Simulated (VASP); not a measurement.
# Ag (P6_3/mmc) in VASP: a series of runs

Runs on Ag. Level: PBE. Tasks: electric field gradients.

All numbers are computed with VASP 6.6.1; they aren't measurements. Logs are shortened: lines on timing, memory, paths and dates and some standing lists are left out, and cuts for length are marked.

### Step 1. The cell of the first run

The structure is hexagonal, space group P6_3/mmc (No. 194). Conventional cell: a = 2.871 Å, b = 2.871 Å, c = 4.693 Å, α = 90.00°, β = 90.00°, γ = 120.00°. Ag (site symmetry -6m2) has 12 Ag at 2.87 Å within 3.8 Å.

This isn't the form of Ag at room conditions, which is fcc.

### Step 2. Electric field gradients, PBE (16.75 Å³/atom)

INCAR

```
ALGO = Normal
EDIFF = 1E-8
ENCUT = 520
GGA = PE
ISIF = 2
ISMEAR = -1
LASPH = T
LCHARG = F
LEFG = T
LREAL = F
LWAVE = F
NBANDS = 18
NELM = 100
PREC = Accurate
SIGMA = 0.05
```

KPOINTS

```
k-points
0
Gamma
  14 14 8
```

POSCAR

```
Ag
1.0
    2.8706942260      0.0000000000      0.0000000000
   -1.4353471130      2.4860941263      0.0000000000
    0.0000000000      0.0000000000      4.6930492667
Ag
2
Direct
    0.3333333333      0.6666666667      0.2500000000
    0.6666666667      0.3333333333      0.7500000000
```

Potentials or basis: VASP PAW PBE potentials, release 64 (Ag).

The run is started by

```sh
$ cat potpaw_PBE.64/Ag/POTCAR > POTCAR
$ mpirun -np 1 vasp_std > vasp.out
```

OUTCAR:

```text
EDIFF = 1E-8
   ENCUT = 520
   GGA = PE
   ISIF = 2
   ISMEAR = -1
   LASPH = T
   LREAL = F
   NELM = 100
   PREC = Accurate

 ion  position               nearest neighbor table
   1  0.333  0.667  0.250-   2 2.87   2 2.87   2 2.87   2 2.87   2 2.87   2 2.87
   2  0.667  0.333  0.750-   1 2.87   1 2.87   1 2.87   1 2.87   1 2.87   1 2.87

  LATTYP: Found a hexagonal cell.
 ALAT       =     2.8706942260
 C/A-ratio  =     1.6348133578

  Lattice vectors:

 A1 = (   2.8706942260,   0.0000000000,   0.0000000000)
 A2 = (  -1.4353471130,   2.4860941263,   0.0000000000)
 A3 = (   0.0000000000,   0.0000000000,   4.6930492667)

Analysis of symmetry for initial positions (statically):
=====================================================================
 Subroutine PRICEL returns:
 Original cell was already a primitive cell.

 Routine SETGRP: Setting up the symmetry group for a
 hexagonal supercell.

 Subroutine GETGRP returns: Found 24 space group operations
 (whereof 12 operations were pure point group operations)
 out of a pool of 24 trial point group operations.

The static configuration has the point symmetry D_3d.
 The point group associated with its full space group is D_6h.

Analysis of symmetry for dynamics (positions and initial velocities):
=====================================================================
 Subroutine PRICEL returns:
 Original cell was already a primitive cell.

 Routine SETGRP: Setting up the symmetry group for a
 hexagonal supercell.

 Subroutine GETGRP returns: Found 24 space group operations
 (whereof 12 operations were pure point group operations)
 out of a pool of 24 trial point group operations.

The dynamic configuration has the point symmetry D_3d.
 The point group associated with its full space group is D_6h.

 Subroutine INISYM returns: Found 24 space group operations
 (whereof 12 operations are pure point group operations),
 and found     1 'primitive' translations

----------------------------------------------------------------------------------------

                                     Primitive cell

  volume of cell :      33.4934

  direct lattice vectors                    reciprocal lattice vectors
[... 124 lines left out ...]

 number of electron      21.9999997 magnetization

 Free energy of the ion-electron system (eV)
  ---------------------------------------------------
  ext. energy  EPLUGINS =         0.00000000
  ---------------------------------------------------
  free energy    TOTEN  =        -5.38078052 eV

  energy without entropy =       -5.37658458  energy(sigma->0) =       -5.37868255

 E-fermi :   8.6379     XC(G=0): -12.3157

 val. band max:        8.6327148178   @ k =   0.4286   0.0714   0.2500
 cond. band min:       8.6705695976   @ k =   0.0714   0.0000   0.0000
 fundamental gap:      0.0378547799
 Fermi energy:         8.6378961326

 k-point     1 :       0.0000    0.0000    0.0000
  band No.  band energies     occupation
      1       0.7818      2.00000
      2       2.1699      2.00000
      3       3.8027      2.00000
      4       3.9058      2.00000
      5       3.9058      2.00000
      6       4.1523      2.00000
[... 481 lines left out ...]
      5       3.7740      2.00000
      6       3.9009      2.00000
[... 10 lines left out ...]
     17      19.4133      0.00000
     18      20.4549      0.00000

 [... further k-points ...]

------------------------ aborting loop because EDIFF is reached ----------------------------------------

  FORCE on cell =-STRESS in cart. coord.  units (eV):
  Direction    XX          YY          ZZ          XY          YZ          ZX
  --------------------------------------------------------------------------------------
  -------------------------------------------------------------------------------------
  Total        1.5121356      1.5121356      1.4390748      0.0000000     -0.0000000      0.0000000
  in kB       72.3338690     72.3338690     68.8389651      0.0000000     -0.0000000      0.0000000
  external PRESSURE =      71.1689010 kB  Pullay stress =       0.0000000 kB

 VOLUME and BASIS-vectors are now :
 -----------------------------------------------------------------------------
  energy-cutoff  :      520.00
  volume of cell :       33.49
      direct lattice vectors                 reciprocal lattice vectors
     2.870694226  0.000000000  0.000000000     0.348347794  0.201118692  0.000000000
    -1.435347113  2.486094126  0.000000000     0.000000000  0.402237385  0.000000000
     0.000000000  0.000000000  4.693049267     0.000000000  0.000000000  0.213081079

 POSITION                                       TOTAL-FORCE (eV/Angst)
 -----------------------------------------------------------------------------------
     -0.00000      1.65740      1.17326         0.000000      0.000000      0.000000
      1.43535      0.82870      3.51979        -0.000000      0.000000      0.000000
 -----------------------------------------------------------------------------------
    total drift:                               -0.000000      0.000000     -0.000000

  FREE ENERGIE OF THE ION-ELECTRON SYSTEM (eV)
  ---------------------------------------------------
  free  energy   TOTEN  =        -5.3807805228 eV

  energy  without entropy=       -5.3765845766  energy(sigma->0) =       -5.37868255

 Electric field gradients (V/A^2)
---------------------------------------------------------------------
 ion       V_xx      V_yy      V_zz      V_xy      V_xz      V_yz
---------------------------------------------------------------------
   1      -1.804    -1.804     3.608    -0.000     0.000    -0.000
   2      -1.804    -1.804     3.608    -0.000    -0.000     0.000
---------------------------------------------------------------------

 Electric field gradients after diagonalization (V/A^2)
 (convention: |V_zz| > |V_xx| > |V_yy|)
----------------------------------------------------------------------
 ion       V_xx      V_yy      V_zz     asymmetry (V_yy - V_xx)/ V_zz
----------------------------------------------------------------------
   1      -1.804    -1.804     3.608       0.000
   2      -1.804    -1.804     3.608       0.000
----------------------------------------------------------------------

           NMR quadrupolar parameters

 Cq : quadrupolar parameter    Cq=e*Q*V_zz/h
 eta: asymmetry parameters     (V_yy - V_xx)/ V_zz
 Q  : nuclear electric quadrupole moment in mb (millibarn)
----------------------------------------------------------------------
 ion       Cq(MHz)       eta       Q (mb)
----------------------------------------------------------------------
   1       0.009       0.000       1.000
   2       0.009       0.000       1.000
----------------------------------------------------------------------
```

OSZICAR:

```text
N       E                     dE             d eps       ncg     rms          rms(c)
DAV:   1     0.126394955401E+03    0.12639E+03   -0.11879E+04  4336   0.122E+03
DAV:   2    -0.383262928755E+01   -0.13023E+03   -0.12375E+03  4472   0.270E+02
DAV:   3    -0.588750111379E+01   -0.20549E+01   -0.20488E+01  4966   0.382E+01
DAV:   4    -0.589362804733E+01   -0.61269E-02   -0.61265E-02  4764   0.207E+00
DAV:   5    -0.589367823355E+01   -0.50186E-04   -0.50187E-04  4784   0.199E-01    0.779E+00
DAV:   6    -0.540476058040E+01    0.48892E+00   -0.11513E+00  4456   0.117E+01    0.501E+00
DAV:   7    -0.538658906127E+01    0.18172E-01   -0.17678E-02  4698   0.130E+00    0.272E+00
DAV:   8    -0.538075798696E+01    0.58311E-02   -0.12663E-03  4498   0.268E-01    0.128E-01
DAV:   9    -0.538076949100E+01   -0.11504E-04   -0.13655E-05  4984   0.277E-02    0.349E-02
DAV:  10    -0.538078170922E+01   -0.12218E-04   -0.74366E-06  4688   0.254E-02    0.906E-03
DAV:  11    -0.538078061269E+01    0.10965E-05   -0.99084E-08  4638   0.282E-03    0.840E-04
DAV:  12    -0.538078051916E+01    0.93533E-07   -0.72687E-09  3546   0.729E-04    0.170E-04
DAV:  13    -0.538078052280E+01   -0.36393E-08   -0.32890E-10  2310   0.170E-04
   1 F= -.53807805E+01 E0= -.53786825E+01  d E =-.419595E-02
```

stdout:

```text
POSCAR found type information on POSCAR Ag
 POSCAR found :  1 types and       2 ions
 scaLAPACK will be used
 LDA part: xc-table for (Slater+PW92), standard interpolation
 POSCAR, INCAR and KPOINTS ok, starting setup
 FFT: planning ... GRIDC
 FFT: planning ... GRID_SOFT
 FFT: planning ... GRID
 WAVECAR not read
 entering main loop
ion   1

ion   2
```

Wall time 24 s (1 thread of Intel Xeon 6975P-C (Granite Rapids), shared host); peak memory 0.19 GiB.

What came out:

- Free energy: -5.3808 eV
- Pressure: 7.1 GPa
- Band gap on the k mesh: zero (bands 11 and 12 overlap by 7.18 eV)
- Largest electric field gradient by atom: Ag +3.6 V/Å²

Electric field gradients, principal values (V/Å²):
| atom | least | middle | greatest (by size) |
| --- | --- | --- | --- |
| 1 Ag | -1.804 | -1.804 | 3.608 |
| 2 Ag | -1.804 | -1.804 | 3.608 |

Caveat: the cell stands under pressure; without QUAD_EFG the Cq values of the log hold for a quadrupole moment of 1 mb, not for the nuclei.

### Step 3. Electric field gradients, PBE

This run uses another cell than the first one, of 17.81 Å³/atom.

INCAR

```
SYSTEM = Ag
PREC     = Accurate       ! precision mode
ENCUT    = 520            ! plane-wave cutoff, eV
EDIFF    = 1E-8           ! SCF threshold, eV
ISMEAR   = -1             ! smearing method
SIGMA    = 0.05           ! smearing width, eV
LREAL    = .False.        ! projectors in reciprocal space
LASPH    = .True.         ! aspherical terms in the spheres
NELM     = 100            ! most SCF steps
ALGO     = Normal         ! electronic algorithm
ISIF     = 2              ! what is computed and relaxed
LWAVE    = .False.        ! write WAVECAR
LCHARG   = .False.        ! write CHGCAR
GGA      = PE             ! functional
LEFG     = .True.       
NBANDS   = 18             ! bands
```

KPOINTS

```
Automatic mesh
0
Gamma
  14 14 8
  0 0 0
```

POSCAR

```
Ag
1.0
    2.9299980804      0.0000000000      0.0000000000
   -1.4649990402      2.5374527707      0.0000000000
    0.0000000000      0.0000000000      4.7900000000
Ag
2
Direct
    0.3333333333      0.6666666667      0.2500000000
    0.6666666667      0.3333333333      0.7500000000
```

Potentials or basis: VASP PAW PBE potentials, release 64 (Ag).

The run is started by

```sh
$ cat potpaw_PBE.64/Ag/POTCAR > POTCAR
$ mpirun -np 1 vasp_std > vasp.out
```

OUTCAR:

```text
SYSTEM = Ag
   PREC = Accurate
   ENCUT = 520
   EDIFF = 1E-8
   ISMEAR = -1
   LREAL = .False.
   LASPH = .True.
   NELM = 100
   ISIF = 2
   GGA = PE

 ion  position               nearest neighbor table
   1  0.333  0.667  0.250-   2 2.93   2 2.93   2 2.93   2 2.93   2 2.93   2 2.93
   2  0.667  0.333  0.750-   1 2.93   1 2.93   1 2.93   1 2.93   1 2.93   1 2.93

  LATTYP: Found a hexagonal cell.
 ALAT       =     2.9299980804
 C/A-ratio  =     1.6348133577

  Lattice vectors:

 A1 = (   2.9299980804,   0.0000000000,   0.0000000000)
 A2 = (  -1.4649990402,   2.5374527707,   0.0000000000)
 A3 = (   0.0000000000,   0.0000000000,   4.7900000000)

Analysis of symmetry for initial positions (statically):
=====================================================================
 Subroutine PRICEL returns:
 Original cell was already a primitive cell.

 Routine SETGRP: Setting up the symmetry group for a
 hexagonal supercell.

 Subroutine GETGRP returns: Found 24 space group operations
 (whereof 12 operations were pure point group operations)
 out of a pool of 24 trial point group operations.

The static configuration has the point symmetry D_3d.
 The point group associated with its full space group is D_6h.

Analysis of symmetry for dynamics (positions and initial velocities):
=====================================================================
 Subroutine PRICEL returns:
 Original cell was already a primitive cell.

 Routine SETGRP: Setting up the symmetry group for a
 hexagonal supercell.

 Subroutine GETGRP returns: Found 24 space group operations
 (whereof 12 operations were pure point group operations)
[... 160 lines left out ...]
      1       0.3877      2.00000
      2       1.7094      2.00000
      3       3.1818      2.00000
      4       3.2772      2.00000
      5       3.2772      2.00000
      6       3.4964      2.00000
[... 481 lines left out ...]
      5       3.1652      2.00000
      6       3.2809      2.00000
[... 10 lines left out ...]
     17      18.1346      0.00000
     18      19.0783      0.00000

 [... further k-points ...]

------------------------ aborting loop because EDIFF is reached ----------------------------------------

  FORCE on cell =-STRESS in cart. coord.  units (eV):
  Direction    XX          YY          ZZ          XY          YZ          ZX
  --------------------------------------------------------------------------------------
  -------------------------------------------------------------------------------------
  Total        0.1101888      0.1101888      0.0181937      0.0000000      0.0000000     -0.0000000
  in kB        4.9573210      4.9573210      0.8185242      0.0000000      0.0000000     -0.0000000
  external PRESSURE =       3.5777220 kB  Pullay stress =       0.0000000 kB

 VOLUME and BASIS-vectors are now :
 -----------------------------------------------------------------------------
  energy-cutoff  :      520.00
  volume of cell :       35.61
      direct lattice vectors                 reciprocal lattice vectors
     2.929998080  0.000000000  0.000000000     0.341297152  0.197048003  0.000000000
    -1.464999040  2.537452771  0.000000000     0.000000000  0.394096005  0.000000000
     0.000000000  0.000000000  4.790000000     0.000000000  0.000000000  0.208768267

 POSITION                                       TOTAL-FORCE (eV/Angst)
 -----------------------------------------------------------------------------------
     -0.00000      1.69164      1.19750        -0.000000      0.000000      0.000000
      1.46500      0.84582      3.59250         0.000000     -0.000000      0.000000
 -----------------------------------------------------------------------------------
    total drift:                               -0.000000      0.000000     -0.000000

  FREE ENERGIE OF THE ION-ELECTRON SYSTEM (eV)
  ---------------------------------------------------
  free  energy   TOTEN  =        -5.4283888050 eV

  energy  without entropy=       -5.4245823231  energy(sigma->0) =       -5.42648556

 Electric field gradients (V/A^2)
---------------------------------------------------------------------
 ion       V_xx      V_yy      V_zz      V_xy      V_xz      V_yz
---------------------------------------------------------------------
   1      -1.920    -1.921     3.841    -0.001     0.000    -0.000
   2      -1.920    -1.921     3.841    -0.001    -0.000     0.000
---------------------------------------------------------------------

 Electric field gradients after diagonalization (V/A^2)
 (convention: |V_zz| > |V_xx| > |V_yy|)
----------------------------------------------------------------------
 ion       V_xx      V_yy      V_zz     asymmetry (V_yy - V_xx)/ V_zz
----------------------------------------------------------------------
   1      -1.921    -1.919     3.841       0.000
   2      -1.921    -1.919     3.841       0.000
----------------------------------------------------------------------

           NMR quadrupolar parameters

 Cq : quadrupolar parameter    Cq=e*Q*V_zz/h
 eta: asymmetry parameters     (V_yy - V_xx)/ V_zz
 Q  : nuclear electric quadrupole moment in mb (millibarn)
----------------------------------------------------------------------
 ion       Cq(MHz)       eta       Q (mb)
----------------------------------------------------------------------
   1       0.009       0.000       1.000
   2       0.009       0.000       1.000
----------------------------------------------------------------------
```

OSZICAR:

```text
N       E                     dE             d eps       ncg     rms          rms(c)
DAV:   1     0.124566994545E+03    0.12457E+03   -0.11674E+04  4328   0.121E+03
DAV:   2    -0.386871889986E+01   -0.12844E+03   -0.12181E+03  4466   0.266E+02
DAV:   3    -0.589693600237E+01   -0.20282E+01   -0.20220E+01  5136   0.376E+01
DAV:   4    -0.590292139952E+01   -0.59854E-02   -0.59850E-02  4726   0.202E+00
DAV:   5    -0.590297192909E+01   -0.50530E-04   -0.50530E-04  4750   0.198E-01    0.660E+00
DAV:   6    -0.544624222576E+01    0.45673E+00   -0.11498E+00  4488   0.114E+01    0.437E+00
DAV:   7    -0.543325694176E+01    0.12985E-01   -0.13952E-02  4612   0.110E+00    0.249E+00
DAV:   8    -0.542836342475E+01    0.48935E-02   -0.11298E-03  4554   0.276E-01    0.106E-01
DAV:   9    -0.542837729119E+01   -0.13866E-04   -0.16512E-05  4976   0.296E-02    0.384E-02
DAV:  10    -0.542838933932E+01   -0.12048E-04   -0.80281E-06  4750   0.264E-02    0.378E-03
DAV:  11    -0.542838887217E+01    0.46715E-06   -0.97886E-08  4776   0.268E-03    0.103E-03
DAV:  12    -0.542838879142E+01    0.80746E-07   -0.85086E-09  3640   0.757E-04    0.198E-04
DAV:  13    -0.542838880244E+01   -0.11023E-07   -0.41218E-10  2328   0.198E-04    0.378E-05
DAV:  14    -0.542838880502E+01   -0.25771E-08   -0.50088E-11  2268   0.614E-05
   1 F= -.54283888E+01 E0= -.54264856E+01  d E =-.380648E-02
```

It took 26 s on 1 thread of Intel Xeon 6975P-C (Granite Rapids), shared host; peak memory 0.19 GiB.

Results:

```yaml
Free_energy: -5.4284 eV
Pressure: 0.4 GPa
Band_gap_on_the_k_mesh: zero (bands 11 and 12 overlap by 6.96 eV)
Largest_electric_field_gradient_by_atom: Ag +3.8 V/Å²
```

Electric field gradients, principal values (V/Å²):
```tsv
atom	least	middle	greatest (by size)
1 Ag	-1.919	-1.921	3.841
2 Ag	-1.919	-1.921	3.841
```

Caveat: without QUAD_EFG the Cq values of the log hold for a quadrupole moment of 1 mb, not for the nuclei.

[end of part 1 of 2]
